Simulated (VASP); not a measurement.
The system is La.

```
La
1.0
     3.77000    0.00000    0.00000
    -1.88500    3.26492    0.00000
     0.00000    0.00000   12.15900
La
4
Direct
  0.00000 0.00000 0.00000
  0.00000 0.00000 0.50000
  0.33333 0.66667 0.75000
  0.66667 0.33333 0.25000
```

* Program: VASP 6.6.1
* Task: relaxation of volume and atoms at fixed shape
* Functional: PBEsol
* Potentials or basis: VASP PAW PBE potentials, release 64 (La)
* Cutoff: 600 eV
* k mesh: 5 × 5 × 2
* Occupations: gaussian, width 0.05 eV
* Spin: no spin polarisation

At the start: pressure -2.0 GPa; volume 37.42 Å³/atom.

Q: Where does the relaxation end?

A: Over 4 steps the energy falls by 20.3 meV/atom and the volume is 34.31 Å³/atom (-8.3 %); space group P6_3/mmc (No. 194, to 0.1 Å) before and after.

Step by step:
```
step  energy change (eV)  largest force (eV/Å)  pressure (GPa)  volume (Å³)
   1              0.0000                0.0000           -1.98       149.66
   2             -0.0771                0.0000           -0.46       139.88
   3             -0.0809                0.0000           -0.07       137.65
   4             -0.0810                0.0000            0.01       137.24
```

Final structure:
```
La
1.0
     3.66264    0.00000    0.00000
    -1.83132    3.17194    0.00000
     0.00000    0.00000   11.81275
La
4
Cartesian
  0.0000 0.0000 0.0000
  0.0000 0.0000 5.9064
  0.0000 2.1146 8.8596
  1.8313 1.0573 2.9532
```

Caveat: the k points lie up to 0.40 Å⁻¹ apart in the final cell, too coarse for converged energies and pressures of a metal; the PAW data sets were made with another functional, which shifts forces and pressure a little.
